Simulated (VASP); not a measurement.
# ZnS (F-43m) in VASP: notebook, part 2 of 2

VASP 6.6.1. The steps go on from the part before.

**3. Electric field gradients, PBE (volume scaled by 0.975)**

Contents of INCAR:

```
ALGO     = Normal         # electronic algorithm
EDIFF    = 1E-8           # SCF threshold, eV
ENCUT    = 520            # plane-wave cutoff, eV
GGA      = PE             # functional
ISIF     = 2              # what is computed and relaxed
ISMEAR   = -1             # smearing method
LASPH    = True           # aspherical terms in the spheres
LCHARG   = False          # write CHGCAR
LEFG     = True         
LREAL    = False          # projectors in reciprocal space
LWAVE    = False          # write WAVECAR
NBANDS   = 16             # bands
NELM     = 80             # most SCF steps
PREC     = Accurate       # precision mode
SIGMA    = 0.01           # smearing width, eV
```

Contents of KPOINTS:

```
k-points
0
Gamma
  8 8 8
```

Contents of POSCAR:

```
ZnS
1.0
    0.0000000000      2.6819207741      2.6819207741
    2.6819207741      0.0000000000      2.6819207741
    2.6819207741      2.6819207741      0.0000000000
Zn S
1 1
Direct
    0.0000000000      0.0000000000      0.0000000000
    0.7500000000      0.7500000000      0.7500000000
```

Potentials or basis: VASP PAW PBE potentials, release 64 (Zn, S).

The run is started by

```sh
> cat potpaw_PBE.64/Zn/POTCAR potpaw_PBE.64/S/POTCAR > POTCAR
> mpirun -np 1 vasp_std > vasp.out
```

OUTCAR:

```text
EDIFF = 1E-8
   ENCUT = 520
   GGA = PE
   ISIF = 2
   ISMEAR = -1
   LASPH = True
   LREAL = False
   NELM = 80
   PREC = Accurate

 ion  position               nearest neighbor table
   1  0.000  0.000  0.000-   2 2.32   2 2.32   2 2.32   2 2.32
   2  0.750  0.750  0.750-   1 2.32   1 2.32   1 2.32   1 2.32

  LATTYP: Found a face centered cubic cell.
 ALAT       =     5.3638415482

  Lattice vectors:

 A1 = (   0.0000000000,   2.6819207741,   2.6819207741)
 A2 = (   2.6819207741,   0.0000000000,   2.6819207741)
 A3 = (   2.6819207741,   2.6819207741,   0.0000000000)

Analysis of symmetry for initial positions (statically):
=====================================================================
 Subroutine PRICEL returns:
 Original cell was already a primitive cell.

 Routine SETGRP: Setting up the symmetry group for a
 face centered cubic supercell.

 Subroutine GETGRP returns: Found 24 space group operations
[... 642 lines left out ...]
  volume of cell :       38.58
      direct lattice vectors                 reciprocal lattice vectors
     0.000000000  2.681920774  2.681920774    -0.186433546  0.186433546  0.186433546
     2.681920774  0.000000000  2.681920774     0.186433546 -0.186433546  0.186433546
     2.681920774  2.681920774  0.000000000     0.186433546  0.186433546 -0.186433546

 POSITION                                       TOTAL-FORCE (eV/Angst)
 -----------------------------------------------------------------------------------
      0.00000      0.00000      0.00000        -0.000000      0.000000      0.000000
      4.02288      4.02288      4.02288         0.000000     -0.000000     -0.000000
 -----------------------------------------------------------------------------------
    total drift:                               -0.000001     -0.000001     -0.000001

  FREE ENERGIE OF THE ION-ELECTRON SYSTEM (eV)
  ---------------------------------------------------
  free  energy   TOTEN  =        -6.8325043030 eV

  energy  without entropy=       -6.8325043030  energy(sigma->0) =       -6.83250430

 Electric field gradients (V/A^2)
---------------------------------------------------------------------
 ion       V_xx      V_yy      V_zz      V_xy      V_xz      V_yz
---------------------------------------------------------------------
   1      -0.000     0.000    -0.000    -0.002    -0.002    -0.002
   2      -0.000     0.000    -0.000    -0.000    -0.000    -0.000
---------------------------------------------------------------------

 Electric field gradients after diagonalization (V/A^2)
 (convention: |V_zz| > |V_xx| > |V_yy|)
----------------------------------------------------------------------
 ion       V_xx      V_yy      V_zz     asymmetry (V_yy - V_xx)/ V_zz
----------------------------------------------------------------------
   1       0.002     0.002    -0.003       0.000
   2       0.000     0.000    -0.001       0.000
----------------------------------------------------------------------

           NMR quadrupolar parameters

 Cq : quadrupolar parameter    Cq=e*Q*V_zz/h
 eta: asymmetry parameters     (V_yy - V_xx)/ V_zz
 Q  : nuclear electric quadrupole moment in mb (millibarn)
----------------------------------------------------------------------
 ion       Cq(MHz)       eta       Q (mb)
----------------------------------------------------------------------
   1      -0.000       0.000       1.000
   2      -0.000       0.000       1.000
----------------------------------------------------------------------
```

OSZICAR:

```text
N       E                     dE             d eps       ncg     rms          rms(c)
DAV:   1     0.916921574601E+02    0.91692E+02   -0.90753E+03   928   0.137E+03
DAV:   2    -0.163614228840E+01   -0.93328E+02   -0.86684E+02  1088   0.265E+02
DAV:   3    -0.720164417481E+01   -0.55655E+01   -0.55444E+01  1120   0.632E+01
DAV:   4    -0.726035386867E+01   -0.58710E-01   -0.58698E-01  1152   0.679E+00
DAV:   5    -0.726104332257E+01   -0.68945E-03   -0.68943E-03  1112   0.705E-01    0.717E+00
DAV:   6    -0.685389016299E+01    0.40715E+00   -0.73488E-01  1368   0.304E+01    0.558E+00
DAV:   7    -0.683287584546E+01    0.21014E-01   -0.26030E-01  1104   0.464E+00    0.281E+00
DAV:   8    -0.683213268631E+01    0.74316E-03   -0.52567E-03  1200   0.938E-01    0.742E-01
DAV:   9    -0.683234530638E+01   -0.21262E-03   -0.13052E-03  1152   0.285E-01    0.960E-02
DAV:  10    -0.683251039829E+01   -0.16509E-03   -0.22198E-04  1056   0.113E-01    0.373E-02
DAV:  11    -0.683250366419E+01    0.67341E-05   -0.28415E-05  1184   0.469E-02    0.775E-03
DAV:  12    -0.683250399236E+01   -0.32817E-06   -0.27847E-06  1128   0.144E-02    0.366E-03
DAV:  13    -0.683250437317E+01   -0.38081E-06   -0.71662E-07  1120   0.525E-03    0.247E-03
DAV:  14    -0.683250431191E+01    0.61257E-07   -0.38203E-08  1336   0.338E-03    0.167E-03
DAV:  15    -0.683250430300E+01    0.89092E-08   -0.18044E-08  1120   0.151E-03
   1 F= -.68325043E+01 E0= -.68325043E+01  d E =-.119479E-14
```

stdout:

```text
POSCAR found type information on POSCAR ZnS
 POSCAR found :  2 types and       2 ions
 scaLAPACK will be used
 LDA part: xc-table for (Slater+PW92), standard interpolation
 POSCAR, INCAR and KPOINTS ok, starting setup
 FFT: planning ... GRIDC
 FFT: planning ... GRID_SOFT
 FFT: planning ... GRID
 WAVECAR not read
 entering main loop
ion   1

ion   2
```

Run time: 21 s. Hardware: 1 thread of AMD EPYC 7R43 (Zen 3), shared host; peak memory 0.12 GiB.

What came out:

* Free energy: -6.8325 eV
* Pressure: 3.6 GPa
* Band gap on the k mesh: 2.21 eV, direct

Caveat: the cell differs from its parent crystal (volume scaled by 0.975); without QUAD_EFG the Cq values of the log hold for a quadrupole moment of 1 mb, not for the nuclei.

**4. Electric field gradients, PBE**

This run uses another cell than the first one, of 19.78 Å³/atom, 1.053 times its volume.

Contents of INCAR:

```
PREC = Accurate
ENCUT = 520
EDIFF = 1E-8
ISMEAR = -1
SIGMA = 0.01
LREAL = False
LASPH = True
NELM = 60
ALGO = Normal
ISIF = 2
LWAVE = False
LCHARG = False
GGA = PE
LEFG = True
NBANDS = 16
```

Contents of KPOINTS:

```
Automatic mesh
0
Gamma
  8 8 8
```

Contents of POSCAR:

```
ZnS
1.0
    0.0000000000      2.7046500000      2.7046500000
    2.7046500000      0.0000000000      2.7046500000
    2.7046500000      2.7046500000      0.0000000000
Zn S
1 1
Direct
    0.0000000000      0.0000000000      0.0000000000
    0.7500000000      0.7500000000      0.7500000000
```

Potentials or basis: VASP PAW PBE potentials, release 64 (Zn, S).

The run is started by

```sh
> cat potpaw_PBE.64/Zn/POTCAR potpaw_PBE.64/S/POTCAR > POTCAR
> mpirun -np 1 vasp_std > vasp.out
```

OUTCAR:

```text
PREC = Accurate
   ENCUT = 520
   EDIFF = 1E-8
   ISMEAR = -1
   LREAL = False
   LASPH = True
   NELM = 60
   ISIF = 2
   GGA = PE

 ion  position               nearest neighbor table
   1  0.000  0.000  0.000-   2 2.34   2 2.34   2 2.34   2 2.34
   2  0.750  0.750  0.750-   1 2.34   1 2.34   1 2.34   1 2.34

  LATTYP: Found a face centered cubic cell.
 ALAT       =     5.4093000000

  Lattice vectors:

 A1 = (   0.0000000000,   2.7046500000,   2.7046500000)
 A2 = (   2.7046500000,   0.0000000000,   2.7046500000)
 A3 = (   2.7046500000,   2.7046500000,   0.0000000000)

Analysis of symmetry for initial positions (statically):
=====================================================================
 Subroutine PRICEL returns:
 Original cell was already a primitive cell.

 Routine SETGRP: Setting up the symmetry group for a
 face centered cubic supercell.

 Subroutine GETGRP returns: Found 24 space group operations
[... 642 lines left out ...]
  volume of cell :       39.57
      direct lattice vectors                 reciprocal lattice vectors
     0.000000000  2.704650000  2.704650000    -0.184866803  0.184866803  0.184866803
     2.704650000  0.000000000  2.704650000     0.184866803 -0.184866803  0.184866803
     2.704650000  2.704650000  0.000000000     0.184866803  0.184866803 -0.184866803

 POSITION                                       TOTAL-FORCE (eV/Angst)
 -----------------------------------------------------------------------------------
      0.00000      0.00000      0.00000         0.000000     -0.000000     -0.000000
      4.05697      4.05697      4.05697        -0.000000      0.000000      0.000000
 -----------------------------------------------------------------------------------
    total drift:                               -0.000001     -0.000001     -0.000001

  FREE ENERGIE OF THE ION-ELECTRON SYSTEM (eV)
  ---------------------------------------------------
  free  energy   TOTEN  =        -6.8482807636 eV

  energy  without entropy=       -6.8482807636  energy(sigma->0) =       -6.84828076

 Electric field gradients (V/A^2)
---------------------------------------------------------------------
 ion       V_xx      V_yy      V_zz      V_xy      V_xz      V_yz
---------------------------------------------------------------------
   1       0.000    -0.000     0.000    -0.003    -0.003    -0.003
   2      -0.000    -0.000    -0.000    -0.000    -0.000    -0.000
---------------------------------------------------------------------

 Electric field gradients after diagonalization (V/A^2)
 (convention: |V_zz| > |V_xx| > |V_yy|)
----------------------------------------------------------------------
 ion       V_xx      V_yy      V_zz     asymmetry (V_yy - V_xx)/ V_zz
----------------------------------------------------------------------
   1       0.003     0.003    -0.007       0.000
   2       0.000     0.000    -0.000       0.000
----------------------------------------------------------------------

           NMR quadrupolar parameters

 Cq : quadrupolar parameter    Cq=e*Q*V_zz/h
 eta: asymmetry parameters     (V_yy - V_xx)/ V_zz
 Q  : nuclear electric quadrupole moment in mb (millibarn)
----------------------------------------------------------------------
 ion       Cq(MHz)       eta       Q (mb)
----------------------------------------------------------------------
   1      -0.000       0.000       1.000
   2      -0.000       0.000       1.000
----------------------------------------------------------------------
```

OSZICAR:

```text
N       E                     dE             d eps       ncg     rms          rms(c)
DAV:   1     0.904366101524E+02    0.90437E+02   -0.90545E+03   928   0.135E+03
DAV:   2    -0.122068218329E+01   -0.91657E+02   -0.85917E+02  1048   0.263E+02
DAV:   3    -0.721233468914E+01   -0.59917E+01   -0.59658E+01  1168   0.650E+01
DAV:   4    -0.727480513821E+01   -0.62470E-01   -0.62457E-01  1088   0.684E+00
DAV:   5    -0.727554473030E+01   -0.73959E-03   -0.73956E-03  1216   0.711E-01    0.684E+00
DAV:   6    -0.686883880131E+01    0.40671E+00   -0.73593E-01  1384   0.299E+01    0.535E+00
DAV:   7    -0.684859214098E+01    0.20247E-01   -0.24776E-01  1104   0.448E+00    0.271E+00
DAV:   8    -0.684787143164E+01    0.72071E-03   -0.50907E-03  1192   0.858E-01    0.706E-01
DAV:   9    -0.684811730312E+01   -0.24587E-03   -0.12417E-03  1120   0.282E-01    0.986E-02
DAV:  10    -0.684829011262E+01   -0.17281E-03   -0.24276E-04  1128   0.133E-01    0.501E-02
DAV:  11    -0.684828005465E+01    0.10058E-04   -0.34547E-05  1096   0.740E-02    0.810E-03
DAV:  12    -0.684828058927E+01   -0.53462E-06   -0.39426E-06  1240   0.200E-02    0.503E-03
DAV:  13    -0.684828077168E+01   -0.18241E-06   -0.81165E-07  1072   0.693E-03    0.286E-03
DAV:  14    -0.684828076360E+01    0.80786E-08   -0.32045E-08  1176   0.209E-03
   1 F= -.68482808E+01 E0= -.68482808E+01  d E =-.302125E-11
```

stdout:

```text
POSCAR found type information on POSCAR ZnS
 POSCAR found :  2 types and       2 ions
 scaLAPACK will be used
 LDA part: xc-table for (Slater+PW92), standard interpolation
 POSCAR, INCAR and KPOINTS ok, starting setup
 FFT: planning ... GRIDC
 FFT: planning ... GRID_SOFT
 FFT: planning ... GRID
 WAVECAR not read
 entering main loop
ion   1

ion   2
```

It took 18 s on 1 thread of AMD EPYC 7R43 (Zen 3), shared host; peak memory 0.12 GiB.

Results:

```yaml
Free_energy: -6.8483 eV
Pressure: 1.5 GPa
Band_gap_on_the_k_mesh: 2.10 eV, direct
```

Levels at points of the mesh, in eV from the valence-band top:
```tsv
k point	band 5	band 6	band 7	band 8	band 9	band 10	band 11	band 12	band 13	band 14
(0.00, 0.00, 0.00)	-5.83	-5.83	0.00	0.00	0.00	2.10	6.40	6.40	6.40	11.76
(0.50, 0.00, 0.00)	-5.80	-5.63	-5.27	-0.86	-0.86	3.30	6.93	6.93	8.87	12.16
(0.50, 0.50, 0.00)	-5.76	-5.62	-4.55	-2.21	-2.21	3.41	4.07	10.96	11.95	11.95
```

Caveat: without QUAD_EFG the Cq values of the log hold for a quadrupole moment of 1 mb, not for the nuclei.

**5. The runs side by side**

```csv
cell,gap on the mesh (eV),pressure (GPa)
"a = 3.760 Å, angles 60.0°, 2 atoms",2.33,5.9
"a = 3.793 Å, angles 60.0°, 2 atoms",2.21,3.6
"a = 3.825 Å, angles 60.0°, 2 atoms",2.10,1.5
```

Alike in all rows: task electric field gradients; level PBE; potentials or basis VASP PAW PBE potentials, release 64 (Zn, S); no spin polarisation; k mesh 8 × 8 × 8; cutoff (eV) 520; smearing fermi-dirac 0.01 eV.

Total energies depend on the potentials used, so only differences within one code and one set of settings carry meaning.

**6. Comparison with measurements**

Step 4. Measured gap of ZnS: 3.85 eV (direct; 19 K; quoted in “Electronic, vibrational, and thermodynamic properties of ZnS (zincblende and rocksalt structure)”, 2009, arxiv:0911.5022). This calculation gives 2.10 eV (-1.75 eV). The value is that of PBE, without temperature or zero-point motion. Semilocal functionals fall short of measured gaps as a rule.
